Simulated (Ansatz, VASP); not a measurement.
## Cd3F in VASP and in Ansatz

```
CELL_PARAMETERS angstrom
3.16435 0.00000 0.00000
0.00000 3.16435 0.00000
0.00000 0.00000 7.88826
ATOMIC_POSITIONS crystal
Cd 0.50000 0.50000 0.79137
Cd 0.00000 0.00000 0.50000
Cd 0.50000 0.50000 0.20863
F 0.00000 0.00000 0.00000
```

Change from the starting cell: species swapped into the Er3Mg type (P4/mmm, No. 123).

Alike in both runs: functional PBE; k mesh 6 × 6 × 2; occupations gaussian, width 0.1 eV; no spin polarisation.

Ansatz relaxed the structure, and its values are those at the end. VASP's run is a single point on that final structure, the one shown.

|  | VASP | Ansatz |
| --- | --- | --- |
| version | VASP 6.6.1 | Ansatz 0.2.0 |
| potentials or method | VASP PAW PBE potentials, release 64 (Cd, F), cutoff 520 eV | scalar-relativistic, plane waves, PAW |
| valence electrons in the cell | 43 | 67 |

```csv
,VASP,Ansatz,Ansatz less VASP
gap on the k mesh at the Fermi level (eV),none,none,-
pressure (GPa),0.1,-0.1,-0.15
```

A gap of «none» marks a metal or a gap that the smearing closes. With one functional, cell and mesh, what is left measures potentials, basis and numerics. VASP's potentials hold 43 valence electrons a cell and Ansatz's 67, so a difference there can come from the potentials and not from the codes.

The k mesh is coarse, so the values compare programs but aren't converged.
